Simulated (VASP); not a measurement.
# FeGe (P6/mmm) in VASP: a series of runs, part 2 of 2

VASP 6.6.1. Earlier steps stand in the parts before.

## 4. Single point, PBE

This run uses another cell than the first one, of 14.10 Å³/atom.

Input file INCAR:

```
PREC     = Accurate       # precision mode
ENCUT    = 520            # plane-wave cutoff, eV
EDIFF    = 1E-7           # SCF threshold, eV
ISMEAR   = 0              # smearing method
SIGMA    = 0.05           # smearing width, eV
LREAL    = F              # projectors in reciprocal space
LASPH    = T              # aspherical terms in the spheres
NELM     = 60             # most SCF steps
ALGO     = Normal         # electronic algorithm
ISIF     = 2              # what is computed and relaxed
LWAVE    = F              # write WAVECAR
LCHARG   = F              # write CHGCAR
GGA      = PE             # functional
NBANDS   = 42             # bands
```

Input file KPOINTS:

```
regular mesh
0
Gamma
  10 10 10
```

Input file POSCAR:

```
FeGe
1.0
    4.9939001526      0.0000000000      0.0000000000
   -2.4969500763      4.3248443961      0.0000000000
    0.0000000000      0.0000000000      3.9158439589
Fe Ge
3 3
Direct
    0.5000000000      0.0000000000      0.0000000000
    0.5000000000      0.5000000000      0.0000000000
    0.0000000000      0.5000000000      0.0000000000
    0.0000000000      0.0000000000      0.0000000000
    0.3333333333      0.6666666667      0.5000000000
    0.6666666667      0.3333333333      0.5000000000
```

Potentials or basis: VASP PAW PBE potentials, release 64 (Fe, Ge_d).

Started as:

```sh
> cat potpaw_PBE.64/Fe/POTCAR potpaw_PBE.64/Ge_d/POTCAR > POTCAR
> mpirun -np 1 vasp_std > vasp.out
```

OUTCAR:

```text
PREC = Accurate
   ENCUT = 520
   EDIFF = 1E-7
   ISMEAR = 0
   LREAL = F
   LASPH = T
   NELM = 60
   ISIF = 2
   GGA = PE

 ion  position               nearest neighbor table
   1  0.500  0.000  0.000-   5 2.43   6 2.43   5 2.43   6 2.43   2 2.50   3 2.50   2 2.50   3 2.50
                             4 2.50   4 2.50
   2  0.500  0.500  0.000-   5 2.43   6 2.43   5 2.43   6 2.43   1 2.50   4 2.50   1 2.50   4 2.50
                             3 2.50   3 2.50
   3  0.000  0.500  0.000-   5 2.43   6 2.43   5 2.43   6 2.43   1 2.50   4 2.50   4 2.50   1 2.50
                             2 2.50   2 2.50
   4  0.000  0.000  0.000-   2 2.50   3 2.50   3 2.50   2 2.50   1 2.50   1 2.50
   5  0.333  0.667  0.500-   1 2.43   1 2.43   3 2.43   3 2.43   2 2.43   2 2.43   6 2.88   6 2.88
                             6 2.88
   6  0.667  0.333  0.500-   1 2.43   1 2.43   3 2.43   3 2.43   2 2.43   2 2.43   5 2.88   5 2.88
                             5 2.88

  LATTYP: Found a hexagonal cell.
 ALAT       =     4.9939001526
 C/A-ratio  =     0.7841254008

  Lattice vectors:

 A1 = (   4.9939001526,   0.0000000000,   0.0000000000)
 A2 = (  -2.4969500763,   4.3248443961,   0.0000000000)
 A3 = (   0.0000000000,   0.0000000000,   3.9158439589)

Analysis of symmetry for initial positions (statically):
=====================================================================
 Subroutine PRICEL returns:
 Original cell was already a primitive cell.

 Routine SETGRP: Setting up the symmetry group for a
 hexagonal supercell.

 Subroutine GETGRP returns: Found 24 space group operations
 (whereof 24 operations were pure point group operations)
 out of a pool of 24 trial point group operations.

The static configuration has the point symmetry D_6h.

Analysis of symmetry for dynamics (positions and initial velocities):
=====================================================================
 Subroutine PRICEL returns:
 Original cell was already a primitive cell.

[... 138 lines left out ...]
  Thomas-Fermi vector in A             =   2.617837
   LORBIT       =      0    0 simple, 1 ext, 2 COOP (PROOUT), +10 PAW based schemes
   GGA     = PE    functional components
   LHFCALC =     F    Hartree Fock is set to
   AEXX    =    0.0000 exact exchange contribution
   IVDW    =     0    specifies the selected vdW correction
   LEPSILON=     F    determine dielectric tensor
   LRPA    =     F    only Hartree local field effects (RPA)
 non-spin polarized calculation
 Gauss-broadening in eV      SIGMA  =   0.05
  energy-cutoff  :      520.00
  volume of cell :       84.57
 maximum number of plane-waves:      2330
 NGX is ok and might be reduce to    40
   NGX = 19   NGY = 19   NGZ = 15

 number of electron      66.0000024 magnetization

 Free energy of the ion-electron system (eV)
  ---------------------------------------------------
  ext. energy  EPLUGINS =         0.00000000
  ---------------------------------------------------
  free energy    TOTEN  =       -38.38452946 eV

  energy without entropy =      -38.36407348  energy(sigma->0) =      -38.37430147

 E-fermi :   6.8986     XC(G=0): -12.2003

 val. band max:        6.8984864986   @ k =   0.0000   0.0000   0.1000
 cond. band min:       6.8986647249   @ k =   0.3000   0.1000   0.1000
 fundamental gap:      0.0001782263
 Fermi energy:         6.8986006105

 k-point     1 :       0.0000    0.0000    0.0000
  band No.  band energies     occupation
      1     -17.8868      2.00000
      2     -17.8051      2.00000
      3     -17.8051      2.00000
      4     -17.6535      2.00000
      5     -17.6535      2.00000
      6     -17.5890      2.00000
[... 1069 lines left out ...]
     41      11.5225      0.00000
     42      11.9095      0.00000

 [... further k-points ...]

------------------------ aborting loop because EDIFF is reached ----------------------------------------

  FORCE on cell =-STRESS in cart. coord.  units (eV):
  Direction    XX          YY          ZZ          XY          YZ          ZX
  --------------------------------------------------------------------------------------
  -------------------------------------------------------------------------------------
  Total        0.0663008      0.0663008      0.0737137     -0.0000000     -0.0000000      0.0000000
  in kB        1.2560108      1.2560108      1.3964434     -0.0000000     -0.0000000      0.0000000
  external PRESSURE =       1.3028217 kB  Pullay stress =       0.0000000 kB

 VOLUME and BASIS-vectors are now :
 -----------------------------------------------------------------------------
  energy-cutoff  :      520.00
  volume of cell :       84.57
      direct lattice vectors                 reciprocal lattice vectors
     4.993900153  0.000000000  0.000000000     0.200244292  0.115611096  0.000000000
    -2.496950076  4.324844396  0.000000000     0.000000000  0.231222192  0.000000000
     0.000000000  0.000000000  3.915843959     0.000000000  0.000000000  0.255372791

 POSITION                                       TOTAL-FORCE (eV/Angst)
 -----------------------------------------------------------------------------------
      2.49695      0.00000      0.00000        -0.000000      0.000000      0.000000
      1.24848      2.16242      0.00000        -0.000000      0.000000      0.000000
     -1.24848      2.16242      0.00000        -0.000000      0.000000      0.000000
      0.00000      0.00000      0.00000        -0.000000      0.000000      0.000000
     -0.00000      2.88323      1.95792         0.000000      0.000000     -0.000000
      2.49695      1.44161      1.95792         0.000000      0.000000      0.000000
 -----------------------------------------------------------------------------------
    total drift:                               -0.000000      0.000000     -0.000000

  FREE ENERGIE OF THE ION-ELECTRON SYSTEM (eV)
  ---------------------------------------------------
  free  energy   TOTEN  =       -38.3845294561 eV

  energy  without entropy=      -38.3640734802  energy(sigma->0) =      -38.37430147
```

It took 8.2 min on 1 thread of Intel Xeon 8259CL, shared host; peak memory 0.38 GiB.

Results:

```yaml
Free_energy: -38.3845 eV
Pressure: 0.1 GPa
Band_gap_on_the_k_mesh: zero (bands 33 and 34 overlap by 0.51 eV)
```

Caveat: the run has no spin polarisation, though such a crystal can be magnetic. Spin polarisation is off, so any magnetic state and its effect on volume and gap are missing.

## 5. Single point, PBE (14.38 Å³/atom)

This run uses another cell than the first one, of 14.38 Å³/atom.

Input file INCAR:

```
PREC = Accurate
ENCUT = 520
EDIFF = 1E-7
ISMEAR = 0
SIGMA = 0.05
LREAL = False
LASPH = True
NELM = 80
ALGO = Normal
ISIF = 2
LWAVE = False
LCHARG = True
GGA = PE
LELF = True
LVHAR = True
NBANDS = 42
```

KPOINTS is that of step 4.

POSCAR: that of step 4 with these lines changed.

```diff
@@ -2,5 +2,5 @@
 1.0
-    4.9939001526      0.0000000000      0.0000000000
-   -2.4969500763      4.3248443961      0.0000000000
-    0.0000000000      0.0000000000      3.9158439589
+    5.0269733029      0.0000000000      0.0000000000
+   -2.5134866514      4.3534865844      0.0000000000
+    0.0000000000      0.0000000000      3.9417774561
 Fe Ge
```

Potentials or basis: VASP PAW PBE potentials, release 64 (Fe, Ge_d).

Started as:

```sh
> cat potpaw_PBE.64/Fe/POTCAR potpaw_PBE.64/Ge_d/POTCAR > POTCAR
> mpirun -np 1 vasp_std > vasp.out
```

OUTCAR:

```text
PREC = Accurate
   ENCUT = 520
   EDIFF = 1E-7
   ISMEAR = 0
   LREAL = False
   LASPH = True
   NELM = 80
   ISIF = 2
   GGA = PE

 ion  position               nearest neighbor table
   1  0.500  0.000  0.000-   5 2.45   6 2.45   5 2.45   6 2.45   2 2.51   2 2.51   3 2.51   3 2.51
                             4 2.51   4 2.51
   2  0.500  0.500  0.000-   5 2.45   6 2.45   5 2.45   6 2.45   1 2.51   1 2.51   4 2.51   4 2.51
                             3 2.51   3 2.51
   3  0.000  0.500  0.000-   5 2.45   6 2.45   5 2.45   6 2.45   4 2.51   4 2.51   1 2.51   1 2.51
                             2 2.51   2 2.51
   4  0.000  0.000  0.000-   3 2.51   3 2.51   2 2.51   2 2.51   1 2.51   1 2.51
   5  0.333  0.667  0.500-   1 2.45   1 2.45   3 2.45   3 2.45   2 2.45   2 2.45   6 2.90   6 2.90
                             6 2.90
   6  0.667  0.333  0.500-   1 2.45   1 2.45   3 2.45   3 2.45   2 2.45   2 2.45   5 2.90   5 2.90
                             5 2.90

  LATTYP: Found a hexagonal cell.
 ALAT       =     5.0269733029
 C/A-ratio  =     0.7841254008

  Lattice vectors:

 A1 = (   5.0269733029,   0.0000000000,   0.0000000000)
 A2 = (  -2.5134866514,   4.3534865844,   0.0000000000)
[... 189 lines left out ...]
 fundamental gap:      0.0015377811
 Fermi energy:         6.6875537644

 k-point     1 :       0.0000    0.0000    0.0000
  band No.  band energies     occupation
      1     -18.0961      2.00000
      2     -18.0154      2.00000
      3     -18.0154      2.00000
      4     -17.8619      2.00000
      5     -17.8619      2.00000
      6     -17.7970      2.00000
[... 1069 lines left out ...]
     41      11.2141      0.00000
     42      11.6019      0.00000

 [... further k-points ...]

------------------------ aborting loop because EDIFF is reached ----------------------------------------

  FORCE on cell =-STRESS in cart. coord.  units (eV):
  Direction    XX          YY          ZZ          XY          YZ          ZX
  --------------------------------------------------------------------------------------
  -------------------------------------------------------------------------------------
  Total       -1.6229671     -1.6229671     -1.5721461     -0.0000000      0.0000000     -0.0000000
  in kB      -30.1428574    -30.1428574    -29.1989750     -0.0000000      0.0000000     -0.0000000
  external PRESSURE =     -29.8282299 kB  Pullay stress =       0.0000000 kB

 VOLUME and BASIS-vectors are now :
 -----------------------------------------------------------------------------
  energy-cutoff  :      520.00
  volume of cell :       86.27
      direct lattice vectors                 reciprocal lattice vectors
     5.026973303  0.000000000  0.000000000     0.198926857  0.114850475  0.000000000
    -2.513486651  4.353486584  0.000000000     0.000000000  0.229700949  0.000000000
     0.000000000  0.000000000  3.941777456     0.000000000  0.000000000  0.253692658

 POSITION                                       TOTAL-FORCE (eV/Angst)
 -----------------------------------------------------------------------------------
      2.51349      0.00000      0.00000        -0.000000      0.000000      0.000000
      1.25674      2.17674      0.00000        -0.000000      0.000000      0.000000
     -1.25674      2.17674      0.00000        -0.000000      0.000000      0.000000
      0.00000      0.00000      0.00000        -0.000000      0.000000      0.000000
     -0.00000      2.90232      1.97089         0.000000      0.000000      0.000000
      2.51349      1.45116      1.97089        -0.000000     -0.000000     -0.000000
 -----------------------------------------------------------------------------------
    total drift:                               -0.000000      0.000000     -0.000000

  FREE ENERGIE OF THE ION-ELECTRON SYSTEM (eV)
  ---------------------------------------------------
  free  energy   TOTEN  =       -38.3696973189 eV

  energy  without entropy=      -38.3484470514  energy(sigma->0) =      -38.35907219
```

OSZICAR:

```text
N       E                     dE             d eps       ncg     rms          rms(c)
DAV:   1     0.644615750668E+03    0.64462E+03   -0.29337E+04  8288   0.403E+03
DAV:   2     0.808966739837E+02   -0.56372E+03   -0.53938E+03  7056   0.832E+02
DAV:   3    -0.339133486120E+02   -0.11481E+03   -0.10943E+03  7088   0.244E+02
DAV:   4    -0.419096684719E+02   -0.79963E+01   -0.78386E+01  8474   0.750E+01
DAV:   5    -0.421148754210E+02   -0.20521E+00   -0.20423E+00  8174   0.124E+01    0.202E+01
DAV:   6    -0.454476781316E+02   -0.33328E+01   -0.48748E+01  8732   0.679E+01    0.225E+01
DAV:   7    -0.385933073292E+02    0.68544E+01   -0.24852E+01  8584   0.513E+01    0.493E+00
DAV:   8    -0.384124692064E+02    0.18084E+00   -0.20330E+00  7844   0.908E+00    0.182E+00
DAV:   9    -0.383721097991E+02    0.40359E-01   -0.19737E-01  8512   0.477E+00    0.600E-01
DAV:  10    -0.383698336253E+02    0.22762E-02   -0.17579E-02  8086   0.117E+00    0.253E-01
DAV:  11    -0.383696109891E+02    0.22264E-03   -0.18735E-03  8192   0.368E-01    0.102E-01
DAV:  12    -0.383696540733E+02   -0.43084E-04   -0.38250E-04  8112   0.216E-01    0.431E-02
DAV:  13    -0.383696974533E+02   -0.43380E-04   -0.48871E-05  7832   0.481E-02    0.150E-02
DAV:  14    -0.383696973315E+02    0.12189E-06   -0.80363E-06  8232   0.258E-02    0.563E-03
DAV:  15    -0.383696973614E+02   -0.29973E-07   -0.22368E-06  7826   0.148E-02    0.276E-03
DAV:  16    -0.383696973189E+02    0.42575E-07   -0.17972E-07  5936   0.476E-03
   1 F= -.38369697E+02 E0= -.38359072E+02  d E =-.212503E-01
```

stdout:

```text
POSCAR found type information on POSCAR FeGe
 POSCAR found :  2 types and       6 ions
 scaLAPACK will be used
 LDA part: xc-table for (Slater+PW92), standard interpolation
 POSCAR, INCAR and KPOINTS ok, starting setup
 FFT: planning ... GRIDC
 FFT: planning ... GRID_SOFT
 FFT: planning ... GRID
 WAVECAR not read
 entering main loop
```

Wall time 8.3 min (1 thread of Intel Xeon 8259CL, shared host); peak memory 0.37 GiB.

What came out:

```yaml
Free_energy: -38.3697 eV
Pressure: -3.0 GPa
Band_gap_on_the_k_mesh: zero (bands 33 and 34 overlap by 0.49 eV)
```

Caveat: the run has no spin polarisation, though such a crystal can be magnetic. Spin polarisation is off, so any magnetic state and its effect on volume and gap are missing.

## 6. Overview

```tsv
cell	gap on the mesh (eV)	pressure (GPa)
a = 4.927, b = 4.927, c = 3.861 Å, angles 90.0, 90.0, 120.0°, 6 atoms	none	7.6
a = 4.960, b = 4.960, c = 3.890 Å, angles 90.0, 90.0, 120.0°, 6 atoms	none	3.7
a = 4.994, b = 4.994, c = 3.916 Å, angles 90.0, 90.0, 120.0°, 6 atoms	none	0.1
a = 5.027, b = 5.027, c = 3.942 Å, angles 90.0, 90.0, 120.0°, 6 atoms	none	-3.0
```

Alike in all rows: task single point; level PBE; potentials or basis VASP PAW PBE potentials, release 64 (Fe, Ge_d); no spin polarisation; k mesh 10 × 10 × 10; cutoff (eV) 520; smearing gaussian 0.05 eV.

Caveats: the run has no spin polarisation, though such a crystal can be magnetic; the cell stands under pressure (at least some runs).

Total energies depend on the potentials used, so only differences within one code and one set of settings carry meaning.
